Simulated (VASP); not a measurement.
Wanted: the native input for a VASP 6.6.1 run.

* Task: single point
* Functional: r2SCAN
* Potentials or basis: VASP PAW PBE potentials, release 64 (Ag, Cl)
* Cutoff: 520 eV
* k mesh: 6 × 6 × 4
* Occupations: gaussian, width 0.01 eV
* Spin: no spin polarisation
* Dipole correction: no
* Further INCAR settings: ALGO = Normal; EDIFF = 1e-06; NBANDS = 26

Crystal: AgCl.

```
Ag Cl
1.0
     4.57036    0.00000    0.00000
    -2.28518    3.95805    0.00000
     0.00000    0.00000    5.78659
Ag Cl
2 2
Direct
  0.33333 0.66667 0.93778
  0.66667 0.33333 0.43778
  0.33333 0.66667 0.43722
  0.66667 0.33333 0.93722
```

This cell differs from its parent crystal: strain +1.1%.

One way to write it, as run:

POSCAR

```
AgCl
1.0
    4.5703622045      0.0000000000      0.0000000000
   -2.2851811022      3.9580497736      0.0000000000
    0.0000000000      0.0000000000      5.7865891118
Ag Cl
2 2
Direct
    0.3333333333      0.6666666667     -0.0622203809
    0.6666666667      0.3333333333      0.4377796191
    0.3333333333      0.6666666667      0.4372203809
    0.6666666667      0.3333333333      0.9372203809
```

INCAR.step1

```
SYSTEM = AgCl
PREC = Accurate ; ENCUT = 520
ISMEAR = 0 ; SIGMA = 0.01
LREAL = .False. ; LASPH = .True.
NELM = 100 ; NBANDS = 26
GGA = PE ; ALGO = Normal
EDIFF = 1E-4 ; LWAVE = .True.
LCHARG = .False.
```

INCAR.step2

```
SYSTEM = AgCl
PREC = Accurate ; ENCUT = 520
EDIFF = 1E-6 ; ISMEAR = 0
SIGMA = 0.01 ; LREAL = .False.
LASPH = .True. ; NELM = 100
ALGO = Normal ; ISIF = 2
LWAVE = .False. ; LCHARG = .True.
METAGGA = R2SCAN ; LMIXTAU = .True.
LELF = .True. ; LVHAR = .True.
NBANDS = 26 ; ISTART = 1
```

KPOINTS

```
regular mesh
0
Gamma
  6 6 4
  0 0 0
```

Potentials or basis: VASP PAW PBE potentials, release 64 (Ag, Cl).

The run is started by

```bash
$ cat potpaw_PBE.64/Ag/POTCAR potpaw_PBE.64/Cl/POTCAR > POTCAR
$ cp INCAR.step1 INCAR
$ mpirun -np 1 vasp_std > vasp.out
$ cp INCAR.step2 INCAR
$ mpirun -np 1 vasp_std > vasp.out
```

It gave:

| Quantity | Value |
| --- | --- |
| Pressure | -1.3 GPa |
| Band gap on the k mesh | 1.79 eV, indirect (least direct gap 1.80 eV) |

Caveat: the cell differs from its parent crystal (strain +1.1%); the PAW data sets were made with another functional, which shifts forces and pressure a little.

It took 3.1 min on 1 thread of Intel Xeon 6975P-C, with other jobs on the host, peak memory 0.27 GiB.
